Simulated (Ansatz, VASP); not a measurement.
# SrO: VASP beside Ansatz

File INCAR:

```
SYSTEM = SrO
  PREC = Accurate
  ENCUT = 520
  EDIFF = 1E-8
  ISMEAR = -1
  SIGMA = 0.03
  LREAL = .False.
  LASPH = .True.
  NELM = 60
  ALGO = Normal
  ISIF = 2
  LWAVE = .False.
  LCHARG = .False.
  GGA = PS
  LEFG = .True.
  NBANDS = 15
```

File KPOINTS:

```
regular mesh
0
Gamma
  8 8 8
  0 0 0
```

File POSCAR:

```
SrO
1.0
    0.0000000000      2.5350687154      2.5350687154
    2.5350687154      0.0000000000      2.5350687154
    2.5350687154      2.5350687154      0.0000000000
Sr O
1 1
Direct
    0.0000000000      0.0000000000      0.0000000000
    0.5000000000      0.5000000000      0.5000000000
```

Input for Ansatz:

```yaml
crystal:
  lattice:
    - [0.0, 2.5350687154, 2.5350687154]
    - [2.5350687154, 0.0, 2.5350687154]
    - [2.5350687154, 2.5350687154, 0.0]
  atoms:
    - { symbol: Sr, position: [0.0, 0.0, 0.0] }
    - { symbol: O, position: [0.5, 0.5, 0.5] }
kpoints:
  mp_grid: { grid: [8, 8, 8] }
scf:
  occupations: { method: fermi_dirac, width: 0.03 }
hamiltonian:
  xc: pbesol
  pseudopotentials: { kind: all_electron, datasets: crystal }
output:
  forces: true
  stress: true
  eigenvalues: true
  efg: { contact_densities: true }
```

Change from the starting cell: volume scaled by 0.96, crystal datasets.

Alike in both runs: task electric field gradients; functional PBEsol; k mesh 8 × 8 × 8; occupations fermi-dirac, width 0.03 eV; no spin polarisation.

|  | VASP | Ansatz |
| --- | --- | --- |
| version | VASP 6.6.1 | Ansatz 0.2.0 |
| potentials or method | VASP PAW PBE potentials, release 64 (Sr_sv, O), cutoff 520 eV | all-electron PAW with datasets made for the crystal, scalar-relativistic |

VASP gave:

- gap on the k mesh at the Fermi level (eV): 3.12
- pressure (GPa): 3.8

Task: Which values does Ansatz return?

Result: gap on the k mesh at the Fermi level (eV): 3.17; pressure (GPa): 3.1.

VASP's potentials were made for PBE, not for PBEsol. Ansatz ran all-electron here, and VASP with PAW potentials.
